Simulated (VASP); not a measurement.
Here is a VASP 6.6.1 calculation.

The input INCAR:

```
SYSTEM = Cs2Mg
PREC     = Accurate       ! precision mode
ENCUT    = 600            ! plane-wave cutoff, eV
EDIFF    = 1E-6           ! SCF threshold, eV
ISMEAR   = 0              ! smearing method
SIGMA    = 0.1            ! smearing width, eV
LREAL    = .FALSE.        ! projectors in reciprocal space
LASPH    = .TRUE.         ! aspherical terms in the spheres
NELM     = 100            ! most SCF steps
ALGO     = Fast           ! electronic algorithm
ISIF     = 3              ! what is computed and relaxed
LWAVE    = .FALSE.        ! write WAVECAR
LCHARG   = .FALSE.        ! write CHGCAR
GGA      = PE             ! functional
IBRION   = 2              ! ionic algorithm
NSW      = 100            ! ionic steps
EDIFFG   = -0.01          ! ionic threshold
```

KPOINTS

```
regular mesh
0
G
  6 6 10
  0 0 0
```

File POSCAR:

```
Cs2Mg
1.0
    7.1908995801      0.0000000000      0.0000000000
   -3.5954497900      6.2275017124      0.0000000000
    0.0000000000      0.0000000000      4.4946985412
Cs Mg
2 1
Direct
    0.3333333333      0.6666666667      0.5000000000
    0.6666666667      0.3333333333      0.5000000000
    0.0000000000      0.0000000000      0.0000000000
```

Potentials or basis: VASP PAW PBE potentials, release 64 (Cs_sv, Mg).

Run with:

```bash
$ cat potpaw_PBE.64/Cs_sv/POTCAR potpaw_PBE.64/Mg/POTCAR > POTCAR
$ mpirun -np 1 vasp_std > vasp.out
```

Predict the space group after relaxing (to 0.05 Å).

P6/mmm (No. 191).

Predict the band gap on the k mesh.

zero (band 10 reaches 1.74 eV, above the bottom of band 11 at 0.54 eV).

Estimate the relaxed cell.

a = 7.192 Å, b = 7.192 Å, c = 4.493 Å, α = 90.00°, β = 90.00°, γ = 120.00°.

Predict the relaxed volume.

67.07 Å³/atom.

Final structure:
```
Cs Mg
1.0
     7.19157    0.00000    0.00000
    -3.59578    6.22808    0.00000
     0.00000    0.00000    4.49250
Cs Mg
2 1
Direct
  0.33333 0.66667 0.50000
  0.66667 0.33333 0.50000
  0.00000 0.00000 0.00000
```

Caveat: spin-orbit coupling is left out, which moves the levels of the heavy elements.
